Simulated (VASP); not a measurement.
# Sb2Pt (P-3m1) in VASP: a series of runs

Sb2Pt is run at these levels: PBE; tasks: single point.

Everything below comes from runs of VASP 6.6.1. Logs are shortened: lines on timing, memory, paths and dates and some standing lists are left out, and cuts for length are marked.

### 1 The cell of the first run

The structure is trigonal, space group P-3m1 (No. 164). Conventional cell: a = 3.937 Å, b = 3.937 Å, c = 5.251 Å, α = 90.00°, β = 90.00°, γ = 120.00°. Pt (site symmetry -3m) has 6 Sb at 2.70 Å within 3.6 Å. Within 3.7 Å of Sb (site symmetry 3m) lie 3 Pt at 2.70 Å and 6 Sb at 3.27 to 3.69 Å.

### 2 Single point, PBE (23.50 Å³/atom)

Contents of INCAR:

```
ALGO = Normal
EDIFF = 1E-6
ENCUT = 520
GGA = PE
ISIF = 2
ISMEAR = 0
LASPH = True
LCHARG = False
LREAL = False
LWAVE = False
NBANDS = 17
NELM = 80
PREC = Accurate
SIGMA = 0.05
```

Contents of KPOINTS:

```
k-points
0
Gamma
  10 10 6
```

Contents of POSCAR:

```
Sb2Pt
1.0
    3.9373297592      0.0000000000      0.0000000000
   -1.9686648796      3.4098275946      0.0000000000
    0.0000000000      0.0000000000      5.2509653515
Pt Sb
1 2
Direct
    0.0000000000      0.0000000000      0.0000000000
    0.3333333333      0.6666666667      0.2767345829
    0.6666666667      0.3333333333      0.7232654171
```

Potentials or basis: VASP PAW PBE potentials, release 64 (Pt, Sb).

Command:

```console
> cat potpaw_PBE.64/Pt/POTCAR potpaw_PBE.64/Sb/POTCAR > POTCAR
> mpirun -np 1 vasp_std > vasp.out
```

OUTCAR:

```text
EDIFF = 1E-6
   ENCUT = 520
   GGA = PE
   ISIF = 2
   ISMEAR = 0
   LASPH = True
   LREAL = False
   NELM = 80
   PREC = Accurate

 ion  position               nearest neighbor table
   1  0.000  0.000  0.000-   2 2.70   3 2.70   3 2.70   2 2.70   3 2.70   2 2.70
   2  0.333  0.667  0.277-   1 2.70   1 2.70   1 2.70   3 3.27   3 3.27   3 3.27   3 3.69   3 3.69
                             3 3.69
   3  0.667  0.333  0.723-   1 2.70   1 2.70   1 2.70   2 3.27   2 3.27   2 3.27   2 3.69   2 3.69
                             2 3.69

  LATTYP: Found a hexagonal cell.
 ALAT       =     3.9373297592
 C/A-ratio  =     1.3336361627

  Lattice vectors:

 A1 = (   3.9373297592,   0.0000000000,   0.0000000000)
 A2 = (  -1.9686648796,   3.4098275946,   0.0000000000)
 A3 = (   0.0000000000,   0.0000000000,   5.2509653515)

Analysis of symmetry for initial positions (statically):
=====================================================================
 Subroutine PRICEL returns:
 Original cell was already a primitive cell.

 Routine SETGRP: Setting up the symmetry group for a
 hexagonal supercell.

 Subroutine GETGRP returns: Found 12 space group operations
 (whereof 12 operations were pure point group operations)
 out of a pool of 24 trial point group operations.

The static configuration has the point symmetry D_3d.

Analysis of symmetry for dynamics (positions and initial velocities):
=====================================================================
 Subroutine PRICEL returns:
 Original cell was already a primitive cell.

 Routine SETGRP: Setting up the symmetry group for a
 hexagonal supercell.

 Subroutine GETGRP returns: Found 12 space group operations
 (whereof 12 operations were pure point group operations)
 out of a pool of 24 trial point group operations.

The dynamic configuration has the point symmetry D_3d.

 Subroutine INISYM returns: Found 12 space group operations
 (whereof 12 operations are pure point group operations),
 and found     1 'primitive' translations

----------------------------------------------------------------------------------------

                                     Primitive cell

  volume of cell :      70.4974

  direct lattice vectors                    reciprocal lattice vectors
     3.937329759  0.000000000  0.000000000     0.253979235  0.146634980  0.000000000
    -1.968664880  3.409827595  0.000000000     0.000000000  0.293269959  0.000000000
[... 87 lines left out ...]
   EDIFF  = 0.1E-05   stopping-criterion for ELM
   LREAL  =      F    real-space projection
   EDIFFG = 0.1E-04   stopping-criterion for IOM
   NSW    =      0    number of steps for IOM
   IBRION =     -1    ionic relax: 0-MD 1-quasi-New 2-CG
   NFREE  =      0    steps in history (QN), initial steepest desc. (CG)
   ISIF   =      2    stress and relaxation
   ISYM   =      2    0-nonsym 1-usesym 2-fastsym
   POTIM  = 0.5000    time-step for ionic-motion
   TEBEG  =    0.0;   TEEND  =   0.0 temperature during run
   PSTRESS=    0.0 pullay stress
   NELECT =      20.0000    total number of electrons
   NUPDOWN=      -1.0000    fix difference up-down
   EMIN   =  10.00;   EMAX   =-10.00  energy-range for DOS
   EFERMI =   0.00;   METHOD = LEGACY
   ISMEAR =     0;   SIGMA  =   0.05  broadening in eV -4-tet -1-fermi 0-gaus
   EFERMI_NEDOS =   21; number of points for ismear=-14 and -15
   IALGO  =     38    algorithm
   IMIX   =      4    mixing-type and parameters
     AMIX     =   0.40;   BMIX     =  1.00
     AMIX_MAG =   1.60;   BMIX_MAG =  1.00
  volume/ion in A,a.u.               =      23.50       158.58
  Fermi-wavevector in a.u.,A,eV,Ry     =   1.075706  2.032790 15.743900  1.157144
  Thomas-Fermi vector in A             =   2.211570
   LORBIT       =      0    0 simple, 1 ext, 2 COOP (PROOUT), +10 PAW based schemes
   GGA     = PE    functional components
   LHFCALC =     F    Hartree Fock is set to
   AEXX    =    0.0000 exact exchange contribution
   IVDW    =     0    specifies the selected vdW correction
   LEPSILON=     F    determine dielectric tensor
   LRPA    =     F    only Hartree local field effects (RPA)
 non-spin polarized calculation
 Gauss-broadening in eV      SIGMA  =   0.05
  energy-cutoff  :      520.00
  volume of cell :       70.50
 maximum number of plane-waves:      1940
 NGX is ok and might be reduce to    30
   NGX = 15   NGY = 15   NGZ = 19

 number of electron      20.0000004 magnetization

 Free energy of the ion-electron system (eV)
  ---------------------------------------------------
  ext. energy  EPLUGINS =         0.00000000
  ---------------------------------------------------
  free energy    TOTEN  =       -15.34998070 eV

  energy without entropy =      -15.34787281  energy(sigma->0) =      -15.34892676

 E-fermi :   8.5527     XC(G=0): -10.7132

 val. band max:        8.5494679055   @ k =   0.2000   0.0000   0.3333
 cond. band min:       8.5572542713   @ k =   0.2000   0.0000   0.1667
 fundamental gap:      0.0077863658
 Fermi energy:         8.5526632673

 k-point     1 :       0.0000    0.0000    0.0000
  band No.  band energies     occupation
      1      -3.7488      2.00000
      2       0.6235      2.00000
      3       2.5520      2.00000
      4       3.9271      2.00000
      5       3.9271      2.00000
      6       5.3348      2.00000
[... 457 lines left out ...]
      4       4.1661      2.00000
      5       4.2867      2.00000
      6       5.6259      2.00000
[... 9 lines left out ...]
     16      16.3762      0.00000
     17      16.8295      0.00000

 [... further k-points ...]

------------------------ aborting loop because EDIFF is reached ----------------------------------------

  FORCE on cell =-STRESS in cart. coord.  units (eV):
  Direction    XX          YY          ZZ          XY          YZ          ZX
  --------------------------------------------------------------------------------------
  -------------------------------------------------------------------------------------
  Total        1.0177345      1.0177345      1.0313148      0.0000000      0.0000000      0.0000000
  in kB       23.1297905     23.1297905     23.4384271      0.0000000      0.0000000      0.0000000
  external PRESSURE =      23.2326694 kB  Pullay stress =       0.0000000 kB

 VOLUME and BASIS-vectors are now :
 -----------------------------------------------------------------------------
  energy-cutoff  :      520.00
  volume of cell :       70.50
      direct lattice vectors                 reciprocal lattice vectors
     3.937329759  0.000000000  0.000000000     0.253979235  0.146634980  0.000000000
    -1.968664880  3.409827595  0.000000000     0.000000000  0.293269959  0.000000000
     0.000000000  0.000000000  5.250965351     0.000000000  0.000000000  0.190441173

 POSITION                                       TOTAL-FORCE (eV/Angst)
 -----------------------------------------------------------------------------------
      0.00000      0.00000      0.00000        -0.000000      0.000000      0.000000
     -0.00000      2.27322      1.45312         0.000000     -0.000000     -0.029773
      1.96866      1.13661      3.79784        -0.000000      0.000000      0.029773
 -----------------------------------------------------------------------------------
    total drift:                                0.000000     -0.000000     -0.000000

  FREE ENERGIE OF THE ION-ELECTRON SYSTEM (eV)
  ---------------------------------------------------
  free  energy   TOTEN  =       -15.3499806986 eV

  energy  without entropy=      -15.3478728130  energy(sigma->0) =      -15.34892676
```

stdout:

```text
POSCAR found type information on POSCAR PtSb
 POSCAR found :  2 types and       3 ions
 scaLAPACK will be used
 LDA part: xc-table for (Slater+PW92), standard interpolation
 POSCAR, INCAR and KPOINTS ok, starting setup
 FFT: planning ... GRIDC
 FFT: planning ... GRID_SOFT
 FFT: planning ... GRID
 WAVECAR not read
 entering main loop
```

Wall time 1.8 min (1 thread of Intel Xeon 8259CL, shared host); peak memory 0.24 GiB.

Results:

```
Free energy            : -15.3500 eV
Pressure               : 2.3 GPa
Largest force          : 0.030 eV/Å
Band gap on the k mesh : zero (bands 10 and 11 overlap by 3.55 eV)
```

Forces in eV/Å, atoms in the order of the input:
```
Pt   0.000  0.000  0.000
Sb   0.000  0.000 -0.030
Sb   0.000  0.000  0.030
```

Caveat: spin-orbit coupling is left out, which moves the levels of the heavy elements.

### 3 Single point, PBE (23.87 Å³/atom)

This run uses another cell than the first one, of 23.87 Å³/atom.

Contents of INCAR:

```
ALGO = Normal
EDIFF = 1E-6
ENCUT = 520
GGA = PE
ISIF = 2
ISMEAR = 0
LASPH = T
LCHARG = T
LELF = T
LREAL = F
LVHAR = T
LWAVE = F
NBANDS = 17
NELM = 60
PREC = Accurate
SIGMA = 0.05
```

KPOINTS is that of step 2.

Contents of POSCAR:

```
Sb2Pt
1.0
    3.9956915042      0.0000000000      0.0000000000
   -1.9978457521      3.4603703483      0.0000000000
    0.0000000000      0.0000000000      5.1796242487
Pt Sb
1 2
Direct
    0.0000000000      0.0000000000      0.0000000000
    0.3333333333      0.6666666667      0.2698554118
    0.6666666667      0.3333333333      0.7301445882
```

Potentials or basis: VASP PAW PBE potentials, release 64 (Pt, Sb).

Command:

```console
> cat potpaw_PBE.64/Pt/POTCAR potpaw_PBE.64/Sb/POTCAR > POTCAR
> mpirun -np 1 vasp_std > vasp.out
```

It took 1.7 min on 1 thread of Intel Xeon 8259CL, shared host; peak memory 0.24 GiB.

Results (log left out):

- Free energy: -15.3633 eV
- Pressure: 1.6 GPa
- Largest force: 0.020 eV/Å
- Band gap on the k mesh: zero (bands 10 and 11 overlap by 3.37 eV)

Forces on the atoms (eV/Å):
```
Pt   0.000  0.000  0.000
Sb   0.000  0.000 -0.020
Sb   0.000  0.000  0.020
```

Stress tensor (GPa, compression positive):
```
1.52 0.00 0.00
0.00 1.52 0.00
0.00 0.00 1.74
```

Levels at points of the mesh, in eV from the Fermi level:
```
           k point  band 8  band 9  band 10  band 11  band 12  band 13
(0.00, 0.00, 0.00)   -1.99    1.68     1.68     2.52     2.52     3.72
(0.50, 0.00, 0.00)   -2.32   -1.82    -1.80    -1.58     1.32     4.74
(0.00, 0.00, 0.50)   -0.29    0.79     0.79     0.81     4.21     4.21
(0.50, 0.00, 0.50)   -2.74   -2.50    -0.40     1.13     1.67     3.24
```

Caveat: spin-orbit coupling is left out, which moves the levels of the heavy elements.
